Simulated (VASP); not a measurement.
# Ba2MgTiO4 (Cm) in VASP: single point with PBE

Aim: the single point of Ba2MgTiO4 with PBE.

Everything below comes from runs of VASP 6.6.1. Logs are shortened: lines on timing, memory, paths and dates and some standing lists are left out, and cuts for length are marked.

### Step 1. The cell of the first run

It takes space group Cm (No. 8, monoclinic). Conventional cell: a = 5.358 Å, b = 5.362 Å, c = 11.173 Å, α = 90.00°, β = 90.06°, γ = 90.00°. Ba (site symmetry m) has 8 O at 2.84 to 3.89 Å and 4 Ba at 3.79 Å and 4 Ti at 3.84 to 3.85 Å within 3.9 Å. Within 4.2 Å of Ba (site symmetry m) lie 8 O at 2.78 to 4.03 Å and 4 Ba at 3.79 Å and 4 Mg at 3.80 to 3.81 Å and 1 Ti at 4.19 Å. Ti (site symmetry m) has 5 O at 1.83 to 2.00 Å within 2.4 Å. Mg (site symmetry m) has 5 O at 1.95 to 2.08 Å within 2.6 Å. O (site symmetry 1) has 2 Ti at 2.00 Å and 2 Mg at 2.07 to 2.08 Å and 4 O at 2.68 Å within 2.7 Å. Within 2.4 Å of O (site symmetry m) lie 1 Ti at 1.83 Å. Within 2.6 Å of O (site symmetry m) lie 1 Mg at 1.95 Å.

### Step 2. Single point, PBE

INCAR

```
SYSTEM = Ba2MgTiO4
PREC = Accurate ; ENCUT = 840
EDIFF = 1E-6 ; ISMEAR = -1
SIGMA = 0.05 ; LREAL = .False.
LASPH = .True. ; NELM = 120
ALGO = Normal ; ISIF = 2
LWAVE = .False. ; LCHARG = .True.
GGA = PE ; LELF = .True.
LVHAR = .True. ; NBANDS = 43
GGA_COMPAT = .False.
```

KPOINTS

```
regular mesh
0
Gamma
  7 7 3
  0 0 0
```

POSCAR

```
Ba2MgTiO4
1.0
    2.6791720324     -2.6809765938      0.0000000000
    2.6791720324      2.6809765938      0.0000000000
   -0.0116964056      0.0000000000     11.1729335742
Ba Ti Mg O
2 1 1 4
Direct
    0.1654811100      0.1654811100      0.5494697200
    0.6638858400      0.6638858400      0.9274287000
    0.6634178500      0.6634178500      0.3024012600
    0.1632133300      0.1632133300      0.1698010000
    0.1634328700      0.6633042600      0.2454658300
    0.6649433800      0.6649433800      0.4658949000
    0.1633936600      0.1633936600      0.9949464200
    0.6633042600      0.1634328700      0.2454658300
```

Potentials or basis: VASP PAW PBE potentials, release 64 (Ba_sv, Ti_sv, Mg_sv, O).

Launch:

```bash
$ cat potpaw_PBE.64/Ba_sv/POTCAR potpaw_PBE.64/Ti_sv/POTCAR potpaw_PBE.64/Mg_sv/POTCAR potpaw_PBE.64/O/POTCAR > POTCAR
$ mpirun -np 1 vasp_std > vasp.out
```

OUTCAR:

```text
SYSTEM = Ba2MgTiO4
   PREC = Accurate
   ENCUT = 840
   EDIFF = 1E-6
   ISMEAR = -1
   LREAL = .False.
   LASPH = .True.
   NELM = 120
   ISIF = 2
   GGA = PE

 ion  position               nearest neighbor table
   1  0.165  0.165  0.549-   6 2.84   6 2.84   6 2.84   6 2.84
   2  0.664  0.664  0.927-   7 2.78   7 2.79   7 2.79   7 2.79
   3  0.663  0.663  0.302-   6 1.83   5 2.00   8 2.00   8 2.00   5 2.00
   4  0.163  0.163  0.170-   7 1.95   5 2.07   8 2.07   5 2.08   8 2.08
   5  0.163  0.663  0.245-   3 2.00   3 2.00   4 2.07   4 2.08
   6  0.665  0.665  0.466-   3 1.83   1 2.84   1 2.84   1 2.84   1 2.84
   7  0.163  0.163  0.995-   4 1.95   2 2.78   2 2.79   2 2.79   2 2.79
   8  0.663  0.163  0.245-   3 2.00   3 2.00   4 2.07   4 2.08

  LATTYP: Found a base centered monoclinic cell.
 ALAT       =     5.3583440648
 B/A-ratio  =     1.0006735519
 C/A-ratio  =     2.0851478668
 COS(beta)  =    -0.0010468512

  Lattice vectors:

 A1 = (   2.6791720324,  -2.6809765938,   0.0000000000)
 A2 = (   2.6791720324,   2.6809765938,   0.0000000000)
 A3 = (  -0.0116964056,   0.0000000000,  11.1729335742)

Analysis of symmetry for initial positions (statically):
=====================================================================
 Subroutine PRICEL returns:
 Original cell was already a primitive cell.

 Routine SETGRP: Setting up the symmetry group for a
 base centered monoclinic supercell.

 Subroutine GETGRP returns: Found  2 space group operations
 (whereof  2 operations were pure point group operations)
 out of a pool of  4 trial point group operations.

The static configuration has the point symmetry C_1h.

Analysis of symmetry for dynamics (positions and initial velocities):
=====================================================================
 Subroutine PRICEL returns:
 Original cell was already a primitive cell.

 Routine SETGRP: Setting up the symmetry group for a
 base centered monoclinic supercell.

 Subroutine GETGRP returns: Found  2 space group operations
 (whereof  2 operations were pure point group operations)
 out of a pool of  4 trial point group operations.

The dynamic configuration has the point symmetry C_1h.

 Subroutine INISYM returns: Found  2 space group operations
 (whereof  2 operations are pure point group operations),
 and found     1 'primitive' translations

----------------------------------------------------------------------------------------

                                     Primitive cell

  volume of cell :     160.5058

  direct lattice vectors                    reciprocal lattice vectors
     2.679172032 -2.680976594  0.000000000     0.186624821 -0.186499204  0.000195369
     2.679172032  2.680976594  0.000000000     0.186624821  0.186499204  0.000195369
    -0.011696406  0.000000000 11.172933574     0.000000000  0.000000000  0.089502009

  length of vectors
     3.790197657  3.790197657 11.172939696     0.263838615  0.263838615  0.089502009

  position of ions in fractional coordinates (direct lattice)
     0.165481110  0.165481110  0.549469720
     0.663885840  0.663885840  0.927428700
     0.663417850  0.663417850  0.302401260
     0.163213330  0.163213330  0.169801000
     0.163432870  0.663304260  0.245465830
     0.664943380  0.664943380  0.465894900
     0.163393660  0.163393660  0.994946420
     0.663304260  0.163432870  0.245465830

  ion indices of the primitive-cell ions
   primitive index   ion index
                 1           1
                 2           2
                 3           3
                 4           4
                 5           5
                 6           6
                 7           7
                 8           8

----------------------------------------------------------------------------------------

 KPOINTS: regular mesh

Automatic generation of k-mesh.
 Grid dimensions read from file:
 generate k-points for:    7    7    3

 Generating k-lattice:

  Cartesian coordinates                     Fractional coordinates (reciprocal lattice)
     0.026660689 -0.026642743  0.000027910     0.142857143  0.000000000  0.000000000
     0.026660689  0.026642743  0.000027910     0.000000000  0.142857143  0.000000000
     0.000000000  0.000000000  0.029834003     0.000000000  0.000000000  0.333333333

  Length of vectors
     0.037691231  0.037691231  0.029834003

  Shift w.r.t. Gamma in fractional coordinates (k-lattice)
     0.000000000  0.000000000  0.000000000

 Subroutine IBZKPT returns following result:
 ===========================================

 Found     44 irreducible k-points:

 Following reciprocal coordinates:
            Coordinates               Weight
  0.000000  0.000000  0.000000      1.000000
  0.142857  0.000000  0.000000      4.000000
  0.285714  0.000000  0.000000      4.000000
  0.428571  0.000000 -0.000000      4.000000
  0.142857  0.142857  0.000000      2.000000
  0.285714  0.142857  0.000000      4.000000
[... 16 lines left out ...]
 -0.142857 -0.000000  0.333333      4.000000
  0.142857  0.142857  0.333333      2.000000
 [... further k-points ...]
   k-points           NKPTS =     44   k-points in BZ     NKDIM =     44   number of bands    NBANDS=     43
   number of dos      NEDOS =    301   number of ions     NIONS =      8
   total plane-waves  NPLWV = 139968
   dimension x,y,z NGX =    36 NGY =   36 NGZ =  108
   dimension x,y,z NGXF=    72 NGYF=   72 NGZF=  216
   ions per type =               2   1   1   4
   NGX,Y,Z   is equivalent  to a cutoff of  15.79, 15.79, 16.07 a.u.
   NGXF,Y,Z  is equivalent  to a cutoff of  31.58, 31.58, 32.14 a.u.
 SYSTEM =  Ba2MgTiO4
   PREC   = accura    normal or accurate (medium, high low for compatibility)
   ISTART =      0    job   : 0-new  1-cont  2-samecut
   ICHARG =      2    charge: 1-file 2-atom 10-const
   ISPIN  =      1    spin polarized calculation?
   LNONCOLLINEAR =      F non collinear calculations
   LSORBIT =      F    spin-orbit coupling
   LASPH  =      T    aspherical Exc in radial PAW
   ENCUT  =  840.0 eV  61.74 Ry    7.86 a.u.   8.96  8.96 26.40*2*pi/ulx,y,z
   NELM   =    120;   NELMIN=  2; NELMDL= -5     # of ELM steps
   EDIFF  = 0.1E-05   stopping-criterion for ELM
   LREAL  =      F    real-space projection
   EDIFFG = 0.1E-04   stopping-criterion for IOM
   NSW    =      0    number of steps for IOM
   IBRION =     -1    ionic relax: 0-MD 1-quasi-New 2-CG
   NFREE  =      0    steps in history (QN), initial steepest desc. (CG)
   ISIF   =      2    stress and relaxation
   ISYM   =      2    0-nonsym 1-usesym 2-fastsym
   POTIM  = 0.5000    time-step for ionic-motion
   TEBEG  =    0.0;   TEEND  =   0.0 temperature during run
   PSTRESS=    0.0 pullay stress
   NELECT =      66.0000    total number of electrons
   NUPDOWN=      -1.0000    fix difference up-down
   EMIN   =  10.00;   EMAX   =-10.00  energy-range for DOS
   EFERMI =   0.00;   METHOD = LEGACY
   ISMEAR =    -1;   SIGMA  =   0.05  broadening in eV -4-tet -1-fermi 0-gaus
   EFERMI_NEDOS =   21; number of points for ismear=-14 and -15
   IALGO  =     38    algorithm
   IMIX   =      4    mixing-type and parameters
     AMIX     =   0.40;   BMIX     =  1.00
     AMIX_MAG =   1.60;   BMIX_MAG =  1.00
  volume/ion in A,a.u.               =      20.06       135.39
  Fermi-wavevector in a.u.,A,eV,Ry     =   1.217379  2.300513 20.163998  1.482012
  Thomas-Fermi vector in A             =   2.352701
   LORBIT       =      0    0 simple, 1 ext, 2 COOP (PROOUT), +10 PAW based schemes
   GGA     = PE    functional components
   LHFCALC =     F    Hartree Fock is set to
   AEXX    =    0.0000 exact exchange contribution
   IVDW    =     0    specifies the selected vdW correction
   LEPSILON=     F    determine dielectric tensor
   LRPA    =     F    only Hartree local field effects (RPA)
 non-spin polarized calculation
  energy-cutoff  :      840.00
  volume of cell :      160.51
 maximum number of plane-waves:      8920
   NGX = 17   NGY = 17   NGZ = 53

 number of electron      65.9999996 magnetization

 Free energy of the ion-electron system (eV)
  ---------------------------------------------------
  ext. energy  EPLUGINS =         0.00000000
  ---------------------------------------------------
  free energy    TOTEN  =       -52.90689939 eV

  energy without entropy =      -52.87640869  energy(sigma->0) =      -52.89165404

 E-fermi :   4.2648     XC(G=0):  -9.1116

 val. band max:        4.1940404441   @ k =  -0.1429  -0.4286   0.3333
 cond. band min:       4.2845660825   @ k =   0.4286   0.2857  -0.0000
 fundamental gap:      0.0905256384
 Fermi energy:         4.2647730139

 k-point     1 :       0.0000    0.0000    0.0000
  band No.  band energies     occupation
      1     -71.5301      2.00000
      2     -54.6905      2.00000
      3     -38.3119      2.00000
      4     -38.3117      2.00000
      5     -38.2633      2.00000
      6     -31.2308      2.00000
[... 35 lines left out ...]
     42       6.5212      0.00000
     43       7.2454      0.00000

 k-point     2 :       0.1429    0.0000    0.0000
  band No.  band energies     occupation
      1     -71.5301      2.00000
      2     -54.6901      2.00000
      3     -38.3128      2.00000
      4     -38.3117      2.00000
      5     -38.2632      2.00000
      6     -31.2296      2.00000
[... 35 lines left out ...]
     42       6.7119      0.00000
     43       7.2745      0.00000

 k-point     3 :       0.2857    0.0000    0.0000
  band No.  band energies     occupation
      1     -71.5301      2.00000
      2     -54.6891      2.00000
      3     -38.3151      2.00000
      4     -38.3116      2.00000
      5     -38.2630      2.00000
      6     -31.2267      2.00000
[... 919 lines left out ...]
      6     -31.2296      2.00000
[... 35 lines left out ...]
     42       6.8298      0.00000
     43       7.2950      0.00000

 k-point    24 :       0.1429    0.1429    0.3333
  band No.  band energies     occupation
      1     -71.5301      2.00000
      2     -54.6897      2.00000
      3     -38.3129      2.00000
      4     -38.3127      2.00000
      5     -38.2631      2.00000
      6     -31.2284      2.00000
[... 35 lines left out ...]
     42       6.8893      0.00000
     43       7.3730      0.00000

 [... further k-points ...]

------------------------ aborting loop because EDIFF is reached ----------------------------------------

  FORCE on cell =-STRESS in cart. coord.  units (eV):
  Direction    XX          YY          ZZ          XY          YZ          ZX
  --------------------------------------------------------------------------------------
  -------------------------------------------------------------------------------------
  Total       -0.2212291     -0.2795862     -0.4367406      0.0000000      0.0000000     -0.0060777
  in kB       -2.2083199     -2.7908437     -4.3595669      0.0000000      0.0000000     -0.0606680
  external PRESSURE =      -3.1195768 kB  Pullay stress =       0.0000000 kB

 VOLUME and BASIS-vectors are now :
 -----------------------------------------------------------------------------
  energy-cutoff  :      840.00
  volume of cell :      160.51
      direct lattice vectors                 reciprocal lattice vectors
     2.679172032 -2.680976594  0.000000000     0.186624821 -0.186499204  0.000195369
     2.679172032  2.680976594  0.000000000     0.186624821  0.186499204  0.000195369
    -0.011696406  0.000000000 11.172933574     0.000000000  0.000000000  0.089502009

 POSITION                                       TOTAL-FORCE (eV/Angst)
 -----------------------------------------------------------------------------------
      0.88028      0.00000      6.13919        -0.006138      0.000000     -0.002564
      3.54648      0.00000     10.36210        -0.002973      0.000000      0.009338
      3.55128      0.00000      3.37871         0.023148      0.000000     -0.071253
      0.87257      0.00000      1.89718         0.001559      0.000000     -0.068279
      2.21210      1.34014      2.74257        -0.003274      0.006229      0.126007
      3.55755      0.00000      5.20541        -0.007692      0.000000     -0.178687
      0.86388      0.00000     11.11647        -0.001356      0.000000      0.059430
      2.21210     -1.34014      2.74257        -0.003274     -0.006229      0.126007
 -----------------------------------------------------------------------------------
    total drift:                               -0.002851      0.000000      0.000142

  FREE ENERGIE OF THE ION-ELECTRON SYSTEM (eV)
  ---------------------------------------------------
  free  energy   TOTEN  =       -52.9068993854 eV

  energy  without entropy=      -52.8764086886  energy(sigma->0) =      -52.89165404
```

Run time: 22 min. Hardware: 1 thread of Intel Xeon Platinum 8259CL at 2.50GHz (Skylake/Cascade Lake), shared host; peak memory 0.78 GiB.

What came out:

| Item | Value |
| --- | --- |
| Free energy | -52.9069 eV |
| Pressure | -0.3 GPa |
| Largest force | 0.179 eV/Å |
| Band gap on the k mesh | zero (bands 33 and 34 overlap by 0.71 eV) |

Forces on the atoms (eV/Å):
```
Ba  -0.006  0.000 -0.003
Ba  -0.003  0.000  0.009
Ti   0.023  0.000 -0.071
Mg   0.002  0.000 -0.068
O   -0.003  0.006  0.126
O   -0.008  0.000 -0.179
O   -0.001  0.000  0.059
O   -0.003 -0.006  0.126
```

Stress tensor (GPa, compression positive):
```
-0.22  0.00 -0.01
 0.00 -0.28  0.00
-0.01  0.00 -0.44
```

Caveat: spin-orbit coupling is left out, which moves the levels of the heavy elements; semilocal functionals often make such compounds metallic where correlation or magnetic order opens a gap, which also shifts bond lengths.

The gap in the log of VASP goes by the Fermi energy; the results here count the filled bands.